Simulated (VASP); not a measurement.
# AlN (P6_3/mmc) in VASP: single point with PBE

Aim: the single point of AlN with PBE.

Everything below comes from runs of VASP 6.6.1. Logs are shortened: lines on timing, memory, paths and dates and some standing lists are left out, and cuts for length are marked.

### Step 1. The cell of the first run

It takes space group P6_3/mmc (No. 194, hexagonal). The conventional cell has a = 3.314 Å, b = 3.314 Å, c = 4.187 Å, α = 90.00°, β = 90.00°, γ = 120.00°. Within 2.5 Å of Al (site symmetry -6m2) lie 5 N at 1.91 to 2.09 Å. N (site symmetry -6m2) has 5 Al at 1.91 to 2.09 Å within 2.5 Å.

### Step 2. Single point, PBE

Contents of INCAR:

```
PREC = Accurate ; ENCUT = 600
EDIFF = 1E-6 ; ISMEAR = 0
SIGMA = 0.02 ; LREAL = False
LASPH = True ; NELM = 120
ALGO = Normal ; ISIF = 2
LWAVE = False ; LCHARG = False
GGA = PE ; NBANDS = 16
GGA_COMPAT = False
```

Contents of KPOINTS:

```
Automatic mesh
0
Gamma
  14 14 9
```

Contents of POSCAR:

```
AlN
1.0
    3.3143025145      0.0000000000      0.0000000000
   -1.6571512572      2.8702701734      0.0000000000
    0.0000000000      0.0000000000      4.1868595763
Al N
2 2
Direct
    0.3333333333      0.6666666667      0.7500000000
    0.6666666667      0.3333333333      0.2500000000
    0.3333333333      0.6666666667      0.2500000000
    0.6666666667      0.3333333333      0.7500000000
```

Potentials or basis: VASP PAW PBE potentials, release 64 (Al, N).

Launch:

```bash
$ cat potpaw_PBE.64/Al/POTCAR potpaw_PBE.64/N/POTCAR > POTCAR
$ mpirun -np 1 vasp_std > vasp.out
```

OUTCAR:

```text
PREC = Accurate
   ENCUT = 600
   EDIFF = 1E-6
   ISMEAR = 0
   LREAL = False
   LASPH = True
   NELM = 120
   ISIF = 2
   GGA = PE

 ion  position               nearest neighbor table
   1  0.333  0.667  0.750-   4 1.91   4 1.91   4 1.91   3 2.09   3 2.09   2 2.84   2 2.84   2 2.84
                             2 2.84   2 2.84   2 2.84
   2  0.667  0.333  0.250-   3 1.91   3 1.91   3 1.91   4 2.09   4 2.09   1 2.84   1 2.84   1 2.84
                             1 2.84   1 2.84   1 2.84
   3  0.333  0.667  0.250-   2 1.91   2 1.91   2 1.91   1 2.09   1 2.09
   4  0.667  0.333  0.750-   1 1.91   1 1.91   1 1.91   2 2.09   2 2.09

  LATTYP: Found a hexagonal cell.
 ALAT       =     3.3143025145
 C/A-ratio  =     1.2632701927

  Lattice vectors:

 A1 = (   3.3143025145,   0.0000000000,   0.0000000000)
 A2 = (  -1.6571512572,   2.8702701734,   0.0000000000)
 A3 = (   0.0000000000,   0.0000000000,   4.1868595763)

Analysis of symmetry for initial positions (statically):
=====================================================================
 Subroutine PRICEL returns:
 Original cell was already a primitive cell.

 Routine SETGRP: Setting up the symmetry group for a
 hexagonal supercell.

 Subroutine GETGRP returns: Found 24 space group operations
 (whereof 12 operations were pure point group operations)
 out of a pool of 24 trial point group operations.

The static configuration has the point symmetry D_3d.
 The point group associated with its full space group is D_6h.

Analysis of symmetry for dynamics (positions and initial velocities):
=====================================================================
 Subroutine PRICEL returns:
 Original cell was already a primitive cell.

 Routine SETGRP: Setting up the symmetry group for a
 hexagonal supercell.

 Subroutine GETGRP returns: Found 24 space group operations
 (whereof 12 operations were pure point group operations)
 out of a pool of 24 trial point group operations.

The dynamic configuration has the point symmetry D_3d.
 The point group associated with its full space group is D_6h.

 Subroutine INISYM returns: Found 24 space group operations
 (whereof 12 operations are pure point group operations),
 and found     1 'primitive' translations

----------------------------------------------------------------------------------------

                                     Primitive cell

  volume of cell :      39.8294

  direct lattice vectors                    reciprocal lattice vectors
     3.314302515  0.000000000  0.000000000     0.301722608  0.174199629  0.000000000
    -1.657151257  2.870270173  0.000000000     0.000000000  0.348399258  0.000000000
     0.000000000  0.000000000  4.186859576     0.000000000  0.000000000  0.238842498

  length of vectors
     3.314302515  3.314302514  4.186859576     0.348399258  0.348399258  0.238842498

  position of ions in fractional coordinates (direct lattice)
     0.333333333  0.666666667  0.750000000
     0.666666667  0.333333333  0.250000000
     0.333333333  0.666666667  0.250000000
     0.666666667  0.333333333  0.750000000

  ion indices of the primitive-cell ions
   primitive index   ion index
                 1           1
                 2           2
                 3           3
                 4           4

----------------------------------------------------------------------------------------

 KPOINTS: Automatic mesh

Automatic generation of k-mesh.
 Grid dimensions read from file:
 generate k-points for:   14   14    9

 Generating k-lattice:

  Cartesian coordinates                     Fractional coordinates (reciprocal lattice)
     0.021551615  0.012442831  0.000000000     0.071428571  0.000000000  0.000000000
     0.000000000  0.024885661  0.000000000     0.000000000  0.071428571  0.000000000
     0.000000000  0.000000000  0.026538055     0.000000000  0.000000000  0.111111111

  Length of vectors
     0.024885661  0.024885661  0.026538055

  Shift w.r.t. Gamma in fractional coordinates (k-lattice)
     0.000000000  0.000000000  0.000000000

 Subroutine IBZKPT returns following result:
 ===========================================

 Found    120 irreducible k-points:

 Following reciprocal coordinates:
            Coordinates               Weight
  0.000000  0.000000  0.000000      1.000000
  0.071429  0.000000  0.000000      6.000000
  0.142857  0.000000  0.000000      6.000000
  0.214286  0.000000  0.000000      6.000000
  0.285714  0.000000  0.000000      6.000000
  0.357143  0.000000  0.000000      6.000000
[... 16 lines left out ...]
  0.285714  0.285714  0.000000      6.000000
  0.357143  0.285714  0.000000      6.000000
 [... further k-points ...]
   k-points           NKPTS =    120   k-points in BZ     NKDIM =    120   number of bands    NBANDS=     16
   number of dos      NEDOS =    301   number of ions     NIONS =      4
   total plane-waves  NPLWV =  28224
   dimension x,y,z NGX =    28 NGY =   28 NGZ =   36
   dimension x,y,z NGXF=    56 NGYF=   56 NGZF=   72
   ions per type =               2   2
   NGX,Y,Z   is equivalent  to a cutoff of  14.04, 14.04, 14.29 a.u.
   NGXF,Y,Z  is equivalent  to a cutoff of  28.09, 28.09, 28.59 a.u.
 SYSTEM =  unknown system
   PREC   = accura    normal or accurate (medium, high low for compatibility)
   ISTART =      0    job   : 0-new  1-cont  2-samecut
   ICHARG =      2    charge: 1-file 2-atom 10-const
   ISPIN  =      1    spin polarized calculation?
   LNONCOLLINEAR =      F non collinear calculations
   LSORBIT =      F    spin-orbit coupling
   LASPH  =      T    aspherical Exc in radial PAW
   ENCUT  =  600.0 eV  44.10 Ry    6.64 a.u.   6.62  6.62  8.36*2*pi/ulx,y,z
   NELM   =    120;   NELMIN=  2; NELMDL= -5     # of ELM steps
   EDIFF  = 0.1E-05   stopping-criterion for ELM
   LREAL  =      F    real-space projection
   EDIFFG = 0.1E-04   stopping-criterion for IOM
   NSW    =      0    number of steps for IOM
   IBRION =     -1    ionic relax: 0-MD 1-quasi-New 2-CG
   NFREE  =      0    steps in history (QN), initial steepest desc. (CG)
   ISIF   =      2    stress and relaxation
   ISYM   =      2    0-nonsym 1-usesym 2-fastsym
   POTIM  = 0.5000    time-step for ionic-motion
   TEBEG  =    0.0;   TEEND  =   0.0 temperature during run
   PSTRESS=    0.0 pullay stress
   NELECT =      16.0000    total number of electrons
   NUPDOWN=      -1.0000    fix difference up-down
   EMIN   =  10.00;   EMAX   =-10.00  energy-range for DOS
   EFERMI =   0.00;   METHOD = LEGACY
   ISMEAR =     0;   SIGMA  =   0.02  broadening in eV -4-tet -1-fermi 0-gaus
   EFERMI_NEDOS =   21; number of points for ismear=-14 and -15
   IALGO  =     38    algorithm
   IMIX   =      4    mixing-type and parameters
     AMIX     =   0.40;   BMIX     =  1.00
     AMIX_MAG =   1.60;   BMIX_MAG =  1.00
  volume/ion in A,a.u.               =       9.96        67.20
  Fermi-wavevector in a.u.,A,eV,Ry     =   1.207945  2.282684 19.852674  1.459130
  Thomas-Fermi vector in A             =   2.343567
   LORBIT       =      0    0 simple, 1 ext, 2 COOP (PROOUT), +10 PAW based schemes
   GGA     = PE    functional components
   LHFCALC =     F    Hartree Fock is set to
   AEXX    =    0.0000 exact exchange contribution
   IVDW    =     0    specifies the selected vdW correction
   LEPSILON=     F    determine dielectric tensor
   LRPA    =     F    only Hartree local field effects (RPA)
 non-spin polarized calculation
 Gauss-broadening in eV      SIGMA  =   0.02
  energy-cutoff  :      600.00
  volume of cell :       39.83
 maximum number of plane-waves:      1355
 NGX is ok and might be reduce to    28
   NGX = 13   NGY = 13   NGZ = 17

 number of electron      16.0000002 magnetization

 Free energy of the ion-electron system (eV)
  ---------------------------------------------------
  ext. energy  EPLUGINS =         0.00000000
  ---------------------------------------------------
  free energy    TOTEN  =       -29.32199870 eV

  energy without entropy =      -29.32199870  energy(sigma->0) =      -29.32199870

 E-fermi :   8.0114     XC(G=0): -11.1558

 val. band max:        7.9330618973   @ k =   0.0000   0.0000   0.0000
 cond. band min:      11.1957409275   @ k =   0.0000   0.0000   0.0000
 fundamental gap:      3.2626790302
 Fermi energy:         8.0114075941

 k-point     1 :       0.0000    0.0000    0.0000
  band No.  band energies     occupation
      1      -8.8392      2.00000
      2      -5.2203      2.00000
      3       1.0819      2.00000
      4       4.6684      2.00000
      5       4.6684      2.00000
      6       6.3316      2.00000
[... 8 lines left out ...]
     15      19.7441      0.00000
     16      19.8726      0.00000

 k-point     2 :       0.0714    0.0000    0.0000
  band No.  band energies     occupation
      1      -8.7811      2.00000
      2      -5.2179      2.00000
      3       1.1447      2.00000
      4       4.4500      2.00000
      5       4.5804      2.00000
      6       6.1057      2.00000
[... 8 lines left out ...]
     15      19.3087      0.00000
     16      19.6019      0.00000

 k-point     3 :       0.1429    0.0000    0.0000
  band No.  band energies     occupation
      1      -8.6098      2.00000
      2      -5.2186      2.00000
      3       1.3308      2.00000
      4       3.8855      2.00000
      5       4.3619      2.00000
      6       5.5868      2.00000
[... 8 lines left out ...]
     15      19.0167      0.00000
     16      19.7298      0.00000

 k-point     4 :       0.2143    0.0000    0.0000
  band No.  band energies     occupation
      1      -8.3350      2.00000
      2      -5.2448      2.00000
      3       1.6334      2.00000
      4       3.1683      2.00000
      5       4.0940      2.00000
      6       4.9971      2.00000
[... 8 lines left out ...]
     15      18.3965      0.00000
     16      20.2965      0.00000
[... 324 lines left out ...]
 k-point    22 :       0.3571    0.2143    0.0000
  band No.  band energies     occupation
      1      -6.7502      2.00000
      2      -5.9532      2.00000
      3       1.4031      2.00000
      4       3.1246      2.00000
      5       3.5484      2.00000
      6       3.7400      2.00000
[... 8 lines left out ...]
     15      20.2947      0.00000
     16      20.6179      0.00000

 k-point    23 :       0.2857    0.2857    0.0000
  band No.  band energies     occupation
      1      -6.7142      2.00000
      2      -5.9674      2.00000
      3       1.3855      2.00000
      4       3.0659      2.00000
      5       3.6003      2.00000
      6       3.8069      2.00000
[... 8 lines left out ...]
     15      20.3175      0.00000
     16      20.4035      0.00000

 k-point    24 :       0.3571    0.2857    0.0000
  band No.  band energies     occupation
      1      -6.4759      2.00000
      2      -6.1617      2.00000
      3       1.2794      2.00000
      4       3.2735      2.00000
      5       3.5522      2.00000
      6       3.9398      2.00000
[... 8 lines left out ...]
     15      19.8988      0.00000
     16      20.2792      0.00000

 [... further k-points ...]
[... 5 lines left out ...]
  --------------------------------------------------------------------------------------
  -------------------------------------------------------------------------------------
  Total       -0.1081969     -0.1081969     -0.0545996     -0.0000000      0.0000000     -0.0000000
  in kB       -4.3523328     -4.3523328     -2.1963258     -0.0000000      0.0000000     -0.0000000
  external PRESSURE =      -3.6336638 kB  Pullay stress =       0.0000000 kB

 VOLUME and BASIS-vectors are now :
 -----------------------------------------------------------------------------
  energy-cutoff  :      600.00
  volume of cell :       39.83
      direct lattice vectors                 reciprocal lattice vectors
     3.314302515  0.000000000  0.000000000     0.301722608  0.174199629  0.000000000
    -1.657151257  2.870270173  0.000000000     0.000000000  0.348399258  0.000000000
     0.000000000  0.000000000  4.186859576     0.000000000  0.000000000  0.238842498

 POSITION                                       TOTAL-FORCE (eV/Angst)
 -----------------------------------------------------------------------------------
     -0.00000      1.91351      3.14014         0.000000      0.000000      0.000000
      1.65715      0.95676      1.04671        -0.000000     -0.000000      0.000000
     -0.00000      1.91351      1.04671         0.000000     -0.000000      0.000000
      1.65715      0.95676      3.14014        -0.000000      0.000000      0.000000
 -----------------------------------------------------------------------------------
    total drift:                               -0.000000      0.000000     -0.000000

  FREE ENERGIE OF THE ION-ELECTRON SYSTEM (eV)
  ---------------------------------------------------
  free  energy   TOTEN  =       -29.3219987012 eV

  energy  without entropy=      -29.3219987012  energy(sigma->0) =      -29.32199870
```

It took 74 s on 1 thread of Intel Xeon Platinum 8259CL at 2.50GHz (Skylake/Cascade Lake), shared host; peak memory 0.22 GiB.

What came out:

```yaml
Free_energy: -29.3220 eV
Pressure: -0.4 GPa
Band_gap_on_the_k_mesh: 3.26 eV
```

Stress tensor (GPa, compression positive):
```
-0.44  0.00  0.00
 0.00 -0.44  0.00
 0.00  0.00 -0.22
```
